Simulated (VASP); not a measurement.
# HgTe: single point with PBE

HgTe:

```xyz
2
Lattice="0.0000 3.3248 3.3248 3.3248 0.0000 3.3248 3.3248 3.3248 0.0000" Properties=species:S:1:pos:R:3 pbc="T T T"
Hg    0.0000    0.0000    0.0000
Te    1.6624    1.6624    1.6624
```

| Quantity | Value |
| --- | --- |
| Program | VASP 6.6.1 |
| Task | single point |
| Functional | PBE |
| Potentials or basis | VASP PAW PBE potentials, release 64 (Hg, Te) |
| Cutoff | 520 eV |
| k mesh | 12 × 12 × 12 |
| Occupations | gaussian, width 0.1 eV |
| Spin | no spin polarisation |
| Dipole correction | no |
| Further INCAR settings | ALGO = Normal; EDIFF = 1e-06; NBANDS = 16 |

The pressure is 0.1 GPa and the band gap on the k mesh is zero (filled and empty bands touch).

Levels at points of the mesh, in eV from the Fermi level:
| k point | band 6 | band 7 | band 8 | band 9 | band 10 | band 11 | band 12 | band 13 |
| --- | --- | --- | --- | --- | --- | --- | --- | --- |
| (0.00, 0.00, 0.00) | -6.53 | -0.99 | -0.07 | -0.07 | -0.07 | 4.30 | 4.30 | 4.30 |
| (0.50, 0.00, 0.00) | -6.28 | -5.03 | -0.90 | -0.90 | 0.63 | 5.04 | 5.04 | 6.73 |
| (0.50, 0.50, 0.00) | -6.17 | -5.06 | -2.00 | -2.00 | 1.84 | 2.63 | 7.85 | 8.44 |

Run time: 100 s on 1 thread of Intel Xeon 8259CL (shared host), peak memory 0.26 GiB.

Caveat: spin-orbit coupling is left out, which moves the levels of the heavy elements.
